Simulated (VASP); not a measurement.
# ScAl (Pm-3m) in VASP: notebook

Runs on ScAl. Level: PBEsol. Tasks: single point.

All numbers are computed with VASP 6.6.1; they aren't measurements. Logs are shortened: lines on timing, memory, paths and dates and some standing lists are left out, and cuts for length are marked.

## Step 1: The cell of the first run

Symmetry: Pm-3m, No. 221, cubic system. Conventional cell: a = 3.205 Å, b = 3.205 Å, c = 3.205 Å, α = 90.00°, β = 90.00°, γ = 90.00°. Within 3.7 Å of Sc (site symmetry m-3m) lie 8 Al at 2.78 Å and 6 Sc at 3.20 Å. Within 3.7 Å of Al (site symmetry m-3m) lie 8 Sc at 2.78 Å and 6 Al at 3.20 Å.

## Step 2: Single point, PBEsol (16.46 Å³/atom)

Input file INCAR:

```
SYSTEM = ScAl
ALGO = Fast
EDIFF = 1E-7
ENCUT = 520
GGA = PS
ISIF = 2
ISMEAR = 0
LASPH = .TRUE.
LCHARG = .FALSE.
LREAL = .FALSE.
LWAVE = .FALSE.
NBANDS = 14
NELM = 80
PREC = Accurate
SIGMA = 0.1
```

Input file KPOINTS:

```
k-points
0
G
  12 12 12
  0 0 0
```

Input file POSCAR:

```
ScAl
1.0
    3.2048886478      0.0000000000      0.0000000000
    0.0000000000      3.2048886478      0.0000000000
    0.0000000000      0.0000000000      3.2048886478
Sc Al
1 1
Direct
    0.5000000000      0.5000000000      0.5000000000
    0.0000000000      0.0000000000      0.0000000000
```

Potentials or basis: VASP PAW PBE potentials, release 64 (Sc_sv, Al).

Run with:

```console
$ cat potpaw_PBE.64/Sc_sv/POTCAR potpaw_PBE.64/Al/POTCAR > POTCAR
$ mpirun -np 1 vasp_std > vasp.out
```

OUTCAR:

```text
SYSTEM = ScAl
   EDIFF = 1E-7
   ENCUT = 520
   GGA = PS
   ISIF = 2
   ISMEAR = 0
   LASPH = .TRUE.
   LREAL = .FALSE.
   NELM = 80
   PREC = Accurate

 ion  position               nearest neighbor table
   1  0.500  0.500  0.500-   2 2.78   2 2.78   2 2.78   2 2.78   2 2.78   2 2.78   2 2.78   2 2.78

   2  0.000  0.000  0.000-   1 2.78   1 2.78   1 2.78   1 2.78   1 2.78   1 2.78   1 2.78   1 2.78

  LATTYP: Found a simple cubic cell.
 ALAT       =     3.2048886478

  Lattice vectors:

 A1 = (   3.2048886478,   0.0000000000,   0.0000000000)
 A2 = (   0.0000000000,   3.2048886478,   0.0000000000)
 A3 = (   0.0000000000,   0.0000000000,   3.2048886478)

Analysis of symmetry for initial positions (statically):
=====================================================================
 Subroutine PRICEL returns:
 Original cell was already a primitive cell.

 Routine SETGRP: Setting up the symmetry group for a
 simple cubic supercell.

 Subroutine GETGRP returns: Found 48 space group operations
 (whereof 48 operations were pure point group operations)
 out of a pool of 48 trial point group operations.

The static configuration has the point symmetry O_h .

Analysis of symmetry for dynamics (positions and initial velocities):
=====================================================================
 Subroutine PRICEL returns:
 Original cell was already a primitive cell.

 Routine SETGRP: Setting up the symmetry group for a
 simple cubic supercell.

 Subroutine GETGRP returns: Found 48 space group operations
 (whereof 48 operations were pure point group operations)
 out of a pool of 48 trial point group operations.

The dynamic configuration has the point symmetry O_h .

 Subroutine INISYM returns: Found 48 space group operations
 (whereof 48 operations are pure point group operations),
 and found     1 'primitive' translations

----------------------------------------------------------------------------------------

                                     Primitive cell

  volume of cell :      32.9184

  direct lattice vectors                    reciprocal lattice vectors
     3.204888648  0.000000000  0.000000000     0.312023321  0.000000000  0.000000000
     0.000000000  3.204888648  0.000000000     0.000000000  0.312023321  0.000000000
     0.000000000  0.000000000  3.204888648     0.000000000  0.000000000  0.312023321

  length of vectors
     3.204888648  3.204888648  3.204888648     0.312023321  0.312023321  0.312023321

  position of ions in fractional coordinates (direct lattice)
     0.500000000  0.500000000  0.500000000
     0.000000000  0.000000000  0.000000000

  ion indices of the primitive-cell ions
   primitive index   ion index
                 1           1
                 2           2

----------------------------------------------------------------------------------------

 KPOINTS: k-points

Automatic generation of k-mesh.
 Grid dimensions read from file:
 generate k-points for:   12   12   12

 Generating k-lattice:

  Cartesian coordinates                     Fractional coordinates (reciprocal lattice)
     0.026001943  0.000000000  0.000000000     0.083333333  0.000000000  0.000000000
     0.000000000  0.026001943  0.000000000     0.000000000  0.083333333  0.000000000
     0.000000000  0.000000000  0.026001943     0.000000000  0.000000000  0.083333333

  Length of vectors
     0.026001943  0.026001943  0.026001943

  Shift w.r.t. Gamma in fractional coordinates (k-lattice)
     0.000000000  0.000000000  0.000000000

 Subroutine IBZKPT returns following result:
 ===========================================

 Found     84 irreducible k-points:

 Following reciprocal coordinates:
            Coordinates               Weight
  0.000000  0.000000  0.000000      1.000000
  0.083333  0.000000  0.000000      6.000000
  0.166667  0.000000  0.000000      6.000000
  0.250000  0.000000  0.000000      6.000000
  0.333333  0.000000  0.000000      6.000000
  0.416667  0.000000  0.000000      6.000000
[... 16 lines left out ...]
  0.333333  0.333333  0.000000     12.000000
  0.416667  0.333333  0.000000     24.000000
 [... further k-points ...]
   k-points           NKPTS =     84   k-points in BZ     NKDIM =     84   number of bands    NBANDS=     14
   number of dos      NEDOS =    301   number of ions     NIONS =      2
   total plane-waves  NPLWV =  13824
   dimension x,y,z NGX =    24 NGY =   24 NGZ =   24
   dimension x,y,z NGXF=    48 NGYF=   48 NGZF=   48
   ions per type =               1   1
   NGX,Y,Z   is equivalent  to a cutoff of  12.45, 12.45, 12.45 a.u.
   NGXF,Y,Z  is equivalent  to a cutoff of  24.90, 24.90, 24.90 a.u.
 SYSTEM =  ScAl
   PREC   = accura    normal or accurate (medium, high low for compatibility)
   ISTART =      0    job   : 0-new  1-cont  2-samecut
   ICHARG =      2    charge: 1-file 2-atom 10-const
   ISPIN  =      1    spin polarized calculation?
   LNONCOLLINEAR =      F non collinear calculations
   LSORBIT =      F    spin-orbit coupling
   LASPH  =      T    aspherical Exc in radial PAW
   ENCUT  =  520.0 eV  38.22 Ry    6.18 a.u.   5.96  5.96  5.96*2*pi/ulx,y,z
   NELM   =     80;   NELMIN=  2; NELMDL= -5     # of ELM steps
   EDIFF  = 0.1E-06   stopping-criterion for ELM
   LREAL  =      F    real-space projection
   EDIFFG = 0.1E-05   stopping-criterion for IOM
   NSW    =      0    number of steps for IOM
   IBRION =     -1    ionic relax: 0-MD 1-quasi-New 2-CG
   NFREE  =      0    steps in history (QN), initial steepest desc. (CG)
   ISIF   =      2    stress and relaxation
   ISYM   =      2    0-nonsym 1-usesym 2-fastsym
   POTIM  = 0.5000    time-step for ionic-motion
   TEBEG  =    0.0;   TEEND  =   0.0 temperature during run
   PSTRESS=    0.0 pullay stress
   NELECT =      14.0000    total number of electrons
   NUPDOWN=      -1.0000    fix difference up-down
   EMIN   =  10.00;   EMAX   =-10.00  energy-range for DOS
   EFERMI =   0.00;   METHOD = LEGACY
   ISMEAR =     0;   SIGMA  =   0.10  broadening in eV -4-tet -1-fermi 0-gaus
   EFERMI_NEDOS =   21; number of points for ismear=-14 and -15
   IALGO  =     68    algorithm
   IMIX   =      4    mixing-type and parameters
     AMIX     =   0.40;   BMIX     =  1.00
     AMIX_MAG =   1.60;   BMIX_MAG =  1.00
  volume/ion in A,a.u.               =      16.46       111.07
  Fermi-wavevector in a.u.,A,eV,Ry     =   1.231132  2.326502 20.622155  1.515686
  Thomas-Fermi vector in A             =   2.365953
   LORBIT       =      0    0 simple, 1 ext, 2 COOP (PROOUT), +10 PAW based schemes
   GGA     = PS    functional components
   LHFCALC =     F    Hartree Fock is set to
   AEXX    =    0.0000 exact exchange contribution
   IVDW    =     0    specifies the selected vdW correction
   LEPSILON=     F    determine dielectric tensor
   LRPA    =     F    only Hartree local field effects (RPA)
 non-spin polarized calculation
 RMM-DIIS sequential band-by-band and
 Gauss-broadening in eV      SIGMA  =   0.10
  energy-cutoff  :      520.00
  volume of cell :       32.92
 maximum number of plane-waves:       912
 NGX is ok and might be reduce to    24
   NGX = 11   NGY = 11   NGZ = 11

 number of electron      14.0000007 magnetization

 Free energy of the ion-electron system (eV)
  ---------------------------------------------------
  ext. energy  EPLUGINS =         0.00000000
  ---------------------------------------------------
  free energy    TOTEN  =       -11.44847634 eV

  energy without entropy =      -11.44547966  energy(sigma->0) =      -11.44697800

 E-fermi :   7.1722     XC(G=0): -11.0353

 val. band max:        7.1251714845   @ k =   0.4167   0.4167   0.0833
 cond. band min:       7.1916695049   @ k =   0.5000   0.4167   0.1667
 fundamental gap:      0.0664980204
 Fermi energy:         7.1721908914

 k-point     1 :       0.0000    0.0000    0.0000
  band No.  band energies     occupation
      1     -41.5911      2.00000
      2     -20.2596      2.00000
      3     -20.2596      2.00000
      4     -20.2596      2.00000
      5      -1.8190      2.00000
      6       6.2452      2.00000
      7       6.2452      2.00000
      8      10.3777      0.00000
      9      10.3777      0.00000
     10      10.3777      0.00000
     11      11.6659      0.00000
     12      11.6659      0.00000
     13      11.6659      0.00000
     14      16.7329      0.00000

 k-point     2 :       0.0833    0.0000    0.0000
  band No.  band energies     occupation
      1     -41.5891      2.00000
      2     -20.2814      2.00000
      3     -20.2577      2.00000
      4     -20.2577      2.00000
      5      -1.7042      2.00000
      6       6.1658      2.00000
      7       6.3055      2.00000
      8      10.0080      0.00000
      9      10.0080      0.00000
     10      10.3966      0.00000
     11      11.3715      0.00000
     12      12.1018      0.00000
     13      12.1018      0.00000
     14      16.4925      0.00000

 k-point     3 :       0.1667    0.0000    0.0000
  band No.  band energies     occupation
      1     -41.5837      2.00000
      2     -20.3405      2.00000
      3     -20.2524      2.00000
      4     -20.2524      2.00000
      5      -1.3660      2.00000
      6       5.8389      2.00000
      7       6.4788      2.00000
      8       9.4061      0.00000
      9       9.4061      0.00000
     10      10.4490      0.00000
     11      10.9224      0.00000
     12      12.9102      0.00000
     13      12.9102      0.00000
     14      15.8583      0.00000

 k-point     4 :       0.2500    0.0000    0.0000
  band No.  band energies     occupation
      1     -41.5762      2.00000
      2     -20.4203      2.00000
      3     -20.2451      2.00000
      4     -20.2451      2.00000
      5      -0.8216      2.00000
      6       5.1409      2.00000
      7       6.7404      2.00000
      8       8.8618      0.00000
      9       8.8618      0.00000
     10      10.5221      0.00000
     11      10.8404      0.00000
     12      13.8215      0.00000
     13      13.8215      0.00000
     14      15.0323      0.00000

 k-point     5 :       0.3333    0.0000    0.0000
  band No.  band energies     occupation
      1     -41.5688      2.00000
      2     -20.4989      2.00000
      3     -20.2378      2.00000
      4     -20.2378      2.00000
      5      -0.0978      2.00000
      6       4.1496      2.00000
      7       7.0400      1.93851
      8       8.4435      0.00000
      9       8.4435      0.00000
     10      10.5972      0.00000
     11      11.1530      0.00000
[... 276 lines left out ...]
 k-point    22 :       0.5000    0.2500    0.0000
  band No.  band energies     occupation
      1     -41.5471      2.00000
      2     -20.5502      2.00000
      3     -20.3790      2.00000
      4     -20.2164      2.00000
      5       1.7502      2.00000
      6       3.3382      2.00000
      7       6.5906      2.00000
      8       7.5493      0.00000
      9       8.4551      0.00000
     10       9.6394      0.00000
     11      11.6437      0.00000
     12      14.0125      0.00000
     13      14.0940      0.00000
     14      16.4590      0.00000

 k-point    23 :       0.3333    0.3333    0.0000
  band No.  band energies     occupation
      1     -41.5472      2.00000
      2     -20.4687      2.00000
      3     -20.4586      2.00000
      4     -20.2165      2.00000
      5       1.1784      2.00000
      6       4.8247      2.00000
      7       5.5802      2.00000
      8       7.7971      0.00000
      9       8.8205      0.00000
     10       9.2378      0.00000
     11      11.4525      0.00000
     12      12.8821      0.00000
     13      14.6871      0.00000
     14      15.8964      0.00000

 k-point    24 :       0.4167    0.3333    0.0000
  band No.  band energies     occupation
      1     -41.5419      2.00000
      2     -20.5176      2.00000
      3     -20.4549      2.00000
      4     -20.2112      2.00000
      5       1.6861      2.00000
      6       4.3453      2.00000
      7       5.7889      2.00000
      8       7.5046      0.00000
      9       8.7290      0.00000
     10       9.2155      0.00000
     11      11.5254      0.00000
     12      13.1785      0.00000
     13      14.1629      0.00000
     14      15.8134      0.00000

 [... further k-points ...]

------------------------ aborting loop because EDIFF is reached ----------------------------------------

  FORCE on cell =-STRESS in cart. coord.  units (eV):
  Direction    XX          YY          ZZ          XY          YZ          ZX
  --------------------------------------------------------------------------------------
  -------------------------------------------------------------------------------------
  Total        2.8162588      2.8162588      2.8162588     -0.0000000     -0.0000000      0.0000000
  in kB      137.0705992    137.0705992    137.0705992     -0.0000000     -0.0000000      0.0000000
  external PRESSURE =     137.0705992 kB  Pullay stress =       0.0000000 kB

 VOLUME and BASIS-vectors are now :
 -----------------------------------------------------------------------------
  energy-cutoff  :      520.00
  volume of cell :       32.92
      direct lattice vectors                 reciprocal lattice vectors
     3.204888648  0.000000000  0.000000000     0.312023321  0.000000000  0.000000000
     0.000000000  3.204888648  0.000000000     0.000000000  0.312023321  0.000000000
     0.000000000  0.000000000  3.204888648     0.000000000  0.000000000  0.312023321

 POSITION                                       TOTAL-FORCE (eV/Angst)
 -----------------------------------------------------------------------------------
      1.60244      1.60244      1.60244         0.000000      0.000000      0.000000
      0.00000      0.00000      0.00000         0.000000      0.000000      0.000000
 -----------------------------------------------------------------------------------
    total drift:                                0.000000     -0.000000     -0.000000

  FREE ENERGIE OF THE ION-ELECTRON SYSTEM (eV)
  ---------------------------------------------------
  free  energy   TOTEN  =       -11.4484763432 eV

  energy  without entropy=      -11.4454796595  energy(sigma->0) =      -11.44697800
```

It took 16 s on 1 thread of Intel Xeon Platinum 8488C (Sapphire Rapids), shared host; peak memory 0.16 GiB.

What came out:

| Property | Result |
| --- | --- |
| Free energy | -11.4485 eV |
| Pressure | 13.7 GPa |
| Band gap on the k mesh | zero (bands 7 and 8 overlap by 1.20 eV) |

Caveat: the cell stands under pressure; the PAW data sets were made with another functional, which shifts forces and pressure a little.

## Step 3: Single point, PBEsol (17.02 Å³/atom)

This run uses another cell than the first one, of 17.02 Å³/atom.

Input file INCAR:

```
  ALGO = Fast
  EDIFF = 1E-7
  ENCUT = 520
  GGA = PS
  ISIF = 2
  ISMEAR = 0
  LASPH = T
  LCHARG = T
  LELF = T
  LREAL = F
  LVHAR = T
  LWAVE = F
  NBANDS = 14
  NELM = 80
  PREC = Accurate
  SIGMA = 0.1
```

Input file KPOINTS:

```
k-points
0
Gamma
  12 12 12
```

Input file POSCAR:

```
ScAl
1.0
    3.2409016470      0.0000000000      0.0000000000
    0.0000000000      3.2409016470      0.0000000000
    0.0000000000      0.0000000000      3.2409016470
Sc Al
1 1
Direct
    0.5000000000      0.5000000000      0.5000000000
    0.0000000000      0.0000000000      0.0000000000
```

Potentials or basis: VASP PAW PBE potentials, release 64 (Sc_sv, Al).

Run with:

```console
$ cat potpaw_PBE.64/Sc_sv/POTCAR potpaw_PBE.64/Al/POTCAR > POTCAR
$ mpirun -np 1 vasp_std > vasp.out
```

Wall time 16 s (1 thread of Intel Xeon Platinum 8488C (Sapphire Rapids), shared host); peak memory 0.16 GiB.

Results (log left out):

```
Free energy            : -11.5298 eV
Pressure               : 9.5 GPa
Band gap on the k mesh : zero (bands 7 and 8 overlap by 1.20 eV)
```

Levels at points of the mesh, in eV from the Fermi level:
| k point | band 3 | band 4 | band 5 | band 6 | band 7 | band 8 | band 9 | band 10 | band 11 | band 12 |
| --- | --- | --- | --- | --- | --- | --- | --- | --- | --- | --- |
| (0.00, 0.00, 0.00) | -27.53 | -27.53 | -8.87 | -0.86 | -0.86 | 3.10 | 3.10 | 3.10 | 4.31 | 4.31 |
| (0.50, 0.00, 0.00) | -27.51 | -27.51 | -5.73 | -4.80 | 0.24 | 0.89 | 0.89 | 3.38 | 4.43 | 6.20 |
| (0.50, 0.50, 0.00) | -27.77 | -27.48 | -4.93 | -1.80 | -1.80 | -0.87 | 1.69 | 1.69 | 4.27 | 5.89 |
| (0.50, 0.50, 0.50) | -27.73 | -27.73 | -2.83 | -2.83 | -2.83 | 0.17 | 3.33 | 3.33 | 3.33 | 4.35 |

Caveat: the cell stands under pressure; the PAW data sets were made with another functional, which shifts forces and pressure a little.

The gap in the log of VASP goes by the Fermi energy; the results here count the filled bands.